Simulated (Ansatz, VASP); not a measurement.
One calculation of SiGe4, two programs

```
CELL_PARAMETERS angstrom
3.19625 0.00000 0.00000
-1.59812 2.76803 0.00000
0.00000 0.00000 21.46555
ATOMIC_POSITIONS crystal
Si 0.33333 0.66667 0.96193
Si 0.66667 0.33333 0.03807
Ge 0.33333 0.66667 0.76698
Ge 0.33333 0.66667 0.12804
Ge 0.33333 0.66667 0.33882
Ge 0.33333 0.66667 0.55321
Ge 0.66667 0.33333 0.87196
Ge 0.66667 0.33333 0.23302
Ge 0.66667 0.33333 0.44679
Ge 0.66667 0.33333 0.66118
```

Alike in both runs: functional PBE; k mesh 12 × 12 × 2; occupations gaussian, width 0.1 eV; no spin polarisation.

Ansatz relaxed the structure, and its values are those at the end. VASP's run is a single point on that final structure, the one shown.

|  | VASP | Ansatz |
| --- | --- | --- |
| version | VASP 6.6.1 | Ansatz 0.2.0 |
| potentials or method | VASP PAW PBE potentials, release 64 (Si, Ge_d), cutoff 520 eV | scalar-relativistic, plane waves, PAW |
| valence electrons in the cell | 120 | 120 |

VASP gave:

```
gap on the k mesh at the Fermi level (eV) : none
pressure (GPa)                            : 0.1
```

Task: Estimate Ansatz's values.

Result: gap on the k mesh at the Fermi level (eV): none; pressure (GPa): 0.0.

A gap of «none» marks a metal or a gap that the smearing closes. The functional is the same, so the differences come from potentials, cutoffs and numerics.
